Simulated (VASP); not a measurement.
# LiCl (Fm-3m) in VASP: further runs

LiCl is run at these levels: PBE, PBEsol; tasks: single point.

Program: VASP 6.6.1. These are calculated values, not measurements. Logs are shortened: lines on timing, memory, paths and dates and some standing lists are left out, and cuts for length are marked.

**1. The cell of the first run**

It takes space group Fm-3m (No. 225, cubic). Conventional cell: a = 4.905 Å, b = 4.905 Å, c = 4.905 Å, α = 90.00°, β = 90.00°, γ = 90.00°. Li (site symmetry m-3m) has 6 Cl at 2.45 Å within 3.2 Å. Within 3.2 Å of Cl (site symmetry m-3m) lie 6 Li at 2.45 Å.

**2. Single point, PBE**

INCAR reads:

```
SYSTEM = LiCl
PREC = Accurate
ENCUT = 520
EDIFF = 1E-6
ISMEAR = 0
SIGMA = 0.1
LREAL = .FALSE.
LASPH = .TRUE.
NELM = 100
ALGO = Normal
ISIF = 2
LWAVE = .FALSE.
LCHARG = .TRUE.
GGA = PE
LELF = .TRUE.
LVHAR = .TRUE.
NBANDS = 12
```

KPOINTS reads:

```
regular mesh
0
G
  2 2 2
  0 0 0
```

POSCAR reads:

```
LiCl
1.0
    0.0000000000      2.4525727160      2.4525727160
    2.4525727160      0.0000000000      2.4525727160
    2.4525727160      2.4525727160      0.0000000000
Li Cl
1 1
Direct
    0.0000000000      0.0000000000      0.0000000000
    0.5000000000      0.5000000000      0.5000000000
```

Potentials or basis: VASP PAW PBE potentials, release 64 (Li_sv, Cl).

Started as:

```
$ cat potpaw_PBE.64/Li_sv/POTCAR potpaw_PBE.64/Cl/POTCAR > POTCAR
$ mpirun -np 1 vasp_std > vasp.out
```

OUTCAR:

```text
SYSTEM = LiCl
   PREC = Accurate
   ENCUT = 520
   EDIFF = 1E-6
   ISMEAR = 0
   LREAL = .FALSE.
   LASPH = .TRUE.
   NELM = 100
   ISIF = 2
   GGA = PE

 ion  position               nearest neighbor table
   1  0.000  0.000  0.000-   2 2.45   2 2.45   2 2.45   2 2.45   2 2.45   2 2.45
   2  0.500  0.500  0.500-   1 2.45   1 2.45   1 2.45   1 2.45   1 2.45   1 2.45

  LATTYP: Found a face centered cubic cell.
 ALAT       =     4.9051454320

  Lattice vectors:

 A1 = (   0.0000000000,   2.4525727160,   2.4525727160)
 A2 = (   2.4525727160,   0.0000000000,   2.4525727160)
 A3 = (   2.4525727160,   2.4525727160,   0.0000000000)

Analysis of symmetry for initial positions (statically):
=====================================================================
 Subroutine PRICEL returns:
 Original cell was already a primitive cell.

 Routine SETGRP: Setting up the symmetry group for a
 face centered cubic supercell.

 Subroutine GETGRP returns: Found 48 space group operations
 (whereof 48 operations were pure point group operations)
 out of a pool of 48 trial point group operations.

The static configuration has the point symmetry O_h .

Analysis of symmetry for dynamics (positions and initial velocities):
=====================================================================
 Subroutine PRICEL returns:
 Original cell was already a primitive cell.

 Routine SETGRP: Setting up the symmetry group for a
 face centered cubic supercell.

 Subroutine GETGRP returns: Found 48 space group operations
 (whereof 48 operations were pure point group operations)
 out of a pool of 48 trial point group operations.

The dynamic configuration has the point symmetry O_h .

 Subroutine INISYM returns: Found 48 space group operations
 (whereof 48 operations are pure point group operations),
 and found     1 'primitive' translations

----------------------------------------------------------------------------------------

                                     Primitive cell

  volume of cell :      29.5050

  direct lattice vectors                    reciprocal lattice vectors
     0.000000000  2.452572716  2.452572716    -0.203867554  0.203867554  0.203867554
     2.452572716  0.000000000  2.452572716     0.203867554 -0.203867554  0.203867554
     2.452572716  2.452572716  0.000000000     0.203867554  0.203867554 -0.203867554

  length of vectors
     3.468461598  3.468461598  3.468461598     0.353108961  0.353108961  0.353108961

  position of ions in fractional coordinates (direct lattice)
     0.000000000  0.000000000  0.000000000
     0.500000000  0.500000000  0.500000000

  ion indices of the primitive-cell ions
   primitive index   ion index
                 1           1
                 2           2

----------------------------------------------------------------------------------------

 KPOINTS: regular mesh

Automatic generation of k-mesh.
 Grid dimensions read from file:
 generate k-points for:    2    2    2

 Generating k-lattice:

  Cartesian coordinates                     Fractional coordinates (reciprocal lattice)
    -0.101933777  0.101933777  0.101933777     0.500000000  0.000000000  0.000000000
     0.101933777 -0.101933777  0.101933777     0.000000000  0.500000000  0.000000000
     0.101933777  0.101933777 -0.101933777     0.000000000  0.000000000  0.500000000

  Length of vectors
     0.176554481  0.176554481  0.176554481

  Shift w.r.t. Gamma in fractional coordinates (k-lattice)
     0.000000000  0.000000000  0.000000000

 Subroutine IBZKPT returns following result:
 ===========================================

 Found      3 irreducible k-points:

 Following reciprocal coordinates:
            Coordinates               Weight
  0.000000  0.000000  0.000000      1.000000
  0.500000  0.000000  0.000000      4.000000
  0.500000  0.500000  0.000000      3.000000
   k-points           NKPTS =      3   k-points in BZ     NKDIM =      3   number of bands    NBANDS=     12
   number of dos      NEDOS =    301   number of ions     NIONS =      2
   total plane-waves  NPLWV =  21952
   dimension x,y,z NGX =    28 NGY =   28 NGZ =   28
   dimension x,y,z NGXF=    56 NGYF=   56 NGZF=   56
   ions per type =               1   1
   NGX,Y,Z   is equivalent  to a cutoff of  13.42, 13.42, 13.42 a.u.
   NGXF,Y,Z  is equivalent  to a cutoff of  26.84, 26.84, 26.84 a.u.
 SYSTEM =  LiCl
   PREC   = accura    normal or accurate (medium, high low for compatibility)
   ISTART =      0    job   : 0-new  1-cont  2-samecut
   ICHARG =      2    charge: 1-file 2-atom 10-const
   ISPIN  =      1    spin polarized calculation?
   LNONCOLLINEAR =      F non collinear calculations
   LSORBIT =      F    spin-orbit coupling
   LASPH  =      T    aspherical Exc in radial PAW
   ENCUT  =  520.0 eV  38.22 Ry    6.18 a.u.   6.45  6.45  6.45*2*pi/ulx,y,z
   NELM   =    100;   NELMIN=  2; NELMDL= -5     # of ELM steps
   EDIFF  = 0.1E-05   stopping-criterion for ELM
   LREAL  =      F    real-space projection
   EDIFFG = 0.1E-04   stopping-criterion for IOM
   NSW    =      0    number of steps for IOM
   IBRION =     -1    ionic relax: 0-MD 1-quasi-New 2-CG
   NFREE  =      0    steps in history (QN), initial steepest desc. (CG)
   ISIF   =      2    stress and relaxation
   ISYM   =      2    0-nonsym 1-usesym 2-fastsym
   POTIM  = 0.5000    time-step for ionic-motion
   TEBEG  =    0.0;   TEEND  =   0.0 temperature during run
   PSTRESS=    0.0 pullay stress
   NELECT =      10.0000    total number of electrons
   NUPDOWN=      -1.0000    fix difference up-down
   EMIN   =  10.00;   EMAX   =-10.00  energy-range for DOS
   EFERMI =   0.00;   METHOD = LEGACY
   ISMEAR =     0;   SIGMA  =   0.10  broadening in eV -4-tet -1-fermi 0-gaus
   EFERMI_NEDOS =   21; number of points for ismear=-14 and -15
   IALGO  =     38    algorithm
   IMIX   =      4    mixing-type and parameters
     AMIX     =   0.40;   BMIX     =  1.00
     AMIX_MAG =   1.60;   BMIX_MAG =  1.00
  volume/ion in A,a.u.               =      14.75        99.55
  Fermi-wavevector in a.u.,A,eV,Ry     =   1.141413  2.156958 17.726002  1.302824
  Thomas-Fermi vector in A             =   2.278114
   LORBIT       =      0    0 simple, 1 ext, 2 COOP (PROOUT), +10 PAW based schemes
   GGA     = PE    functional components
   LHFCALC =     F    Hartree Fock is set to
   AEXX    =    0.0000 exact exchange contribution
   IVDW    =     0    specifies the selected vdW correction
   LEPSILON=     F    determine dielectric tensor
   LRPA    =     F    only Hartree local field effects (RPA)
 non-spin polarized calculation
 Gauss-broadening in eV      SIGMA  =   0.10
  energy-cutoff  :      520.00
  volume of cell :       29.51
 maximum number of plane-waves:       821
 NGX is ok and might be reduce to    28
   NGX = 13   NGY = 13   NGZ = 13

 number of electron      10.0000001 magnetization

 Free energy of the ion-electron system (eV)
  ---------------------------------------------------
  ext. energy  EPLUGINS =         0.00000000
  ---------------------------------------------------
  free energy    TOTEN  =        -6.59614467 eV

  energy without entropy =       -6.59614467  energy(sigma->0) =       -6.59614467

 E-fermi :   2.4036     XC(G=0):  -9.2144

 val. band max:        1.9568223717   @ k =   0.0000   0.0000   0.0000
 cond. band min:       8.7113590046   @ k =   0.5000   0.0000   0.0000
 fundamental gap:      6.7545366329
 Fermi energy:         2.4036113880

 k-point     1 :       0.0000    0.0000    0.0000
  band No.  band energies     occupation
      1     -41.8416      2.00000
      2     -11.9516      2.00000
      3       1.9568      2.00000
      4       1.9568      2.00000
      5       1.9568      2.00000
      6       9.0596      0.00000
      7      13.8320      0.00000
      8      13.8320      0.00000
      9      13.8320      0.00000
     10      16.7941      0.00000
     11      16.7941      0.00000
     12      17.0503      0.00000

 k-point     2 :       0.5000    0.0000    0.0000
  band No.  band energies     occupation
      1     -41.8361      2.00000
      2     -11.1622      2.00000
      3      -1.5134      2.00000
      4       1.6329      2.00000
      5       1.6329      2.00000
      6       8.7114      0.00000
      7      11.2829      0.00000
      8      11.2829      0.00000
      9      16.3550      0.00000
     10      19.5630      0.00000
     11      19.5630      0.00000
     12      19.6148      0.00000

 k-point     3 :       0.5000    0.5000    0.0000
  band No.  band energies     occupation
      1     -41.8345      2.00000
      2     -10.7964      2.00000
      3      -1.6788      2.00000
      4       0.5448      2.00000
      5       0.5448      2.00000
      6       9.8659      0.00000
      7       9.9439      0.00000
      8      15.5723      0.00000
      9      16.9797      0.00000
     10      16.9797      0.00000
     11      19.4450      0.00000
     12      21.1745      0.00000

------------------------ aborting loop because EDIFF is reached ----------------------------------------

  FORCE on cell =-STRESS in cart. coord.  units (eV):
  Direction    XX          YY          ZZ          XY          YZ          ZX
  --------------------------------------------------------------------------------------
  -------------------------------------------------------------------------------------
  Total        2.5942917      2.5942917      2.5942917      0.0000000      0.0000000      0.0000000
  in kB      140.8749283    140.8749283    140.8749283      0.0000000      0.0000000      0.0000000
  external PRESSURE =     140.8749283 kB  Pullay stress =       0.0000000 kB

 VOLUME and BASIS-vectors are now :
 -----------------------------------------------------------------------------
  energy-cutoff  :      520.00
  volume of cell :       29.51
      direct lattice vectors                 reciprocal lattice vectors
     0.000000000  2.452572716  2.452572716    -0.203867554  0.203867554  0.203867554
     2.452572716  0.000000000  2.452572716     0.203867554 -0.203867554  0.203867554
     2.452572716  2.452572716  0.000000000     0.203867554  0.203867554 -0.203867554

 POSITION                                       TOTAL-FORCE (eV/Angst)
 -----------------------------------------------------------------------------------
      0.00000      0.00000      0.00000        -0.000000      0.000000      0.000000
      2.45257      2.45257      2.45257         0.000000      0.000000     -0.000000
 -----------------------------------------------------------------------------------
    total drift:                                0.000000      0.000000      0.000000

  FREE ENERGIE OF THE ION-ELECTRON SYSTEM (eV)
  ---------------------------------------------------
  free  energy   TOTEN  =        -6.5961446656 eV

  energy  without entropy=       -6.5961446656  energy(sigma->0) =       -6.59614467
```

It took 3 s on 1 thread of AMD EPYC 7R13 (Zen 3), shared host; peak memory 0.11 GiB.

Results:

- Free energy: -6.5961 eV
- Band gap on the k mesh: 6.75 eV, indirect (least direct gap 7.08 eV)

Levels at points of the mesh, in eV from the valence-band top:
| k point | band 3 | band 4 | band 5 | band 6 | band 7 | band 8 |
| --- | --- | --- | --- | --- | --- | --- |
| (0.00, 0.00, 0.00) | 0.00 | 0.00 | 0.00 | 7.10 | 11.88 | 11.88 |
| (0.50, 0.00, 0.00) | -3.47 | -0.32 | -0.32 | 6.75 | 9.33 | 9.33 |
| (0.50, 0.50, 0.00) | -3.64 | -1.41 | -1.41 | 7.91 | 7.99 | 13.62 |

Caveat: the k points lie up to 1.11 Å⁻¹ apart; the cutoff is under 1.25 times the usual one of these potentials, so pressure, stress and relaxed cells hold a basis-set (Pulay) error. A k mesh can miss the band edges.

(Part 1 of 2 ends here.)
